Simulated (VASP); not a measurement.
The system is Si2Ni.

```xyz
3
Lattice="0.0000 2.8280 2.8280 2.8280 0.0000 2.8280 2.8280 2.8280 0.0000" Properties=species:S:1:pos:R:3 pbc="T T T"
Si    1.4140    1.4140    1.4140
Si    4.2420    4.2420    4.2420
Ni    0.0000    0.0000    0.0000
```

Base run:

```yaml
Program: VASP 6.6.1
Functional: PBE
Potentials_or_basis: VASP PAW PBE potentials, release 64 (Si, Ni)
Cutoff: 520 eV
k_mesh: 14 × 14 × 14
Occupations: gaussian, width 0.15 eV
Spin: collinear spin, ferromagnetic start
Starting_moments: "[0.0, 0.0, 0.75] μB"
Fixed_moment: 0.75 μB
```

Its results: pressure -11.1 GPa; site moments Si +0.09; Ni +0.36 μB.

Task: The run is repeated on the same cell with these changes: fixed moment from 0.75 μB to 0.5 μB; moments at the start from [0.0, 0.0, 0.75] to [0.0, 0.0, 0.5]. What comes out?

Result: Pressure -12.1 GPa; site moments Si +0.06; Ni +0.26 μB.

Caveats: the total moment is fixed, so each spin has its own Fermi level.
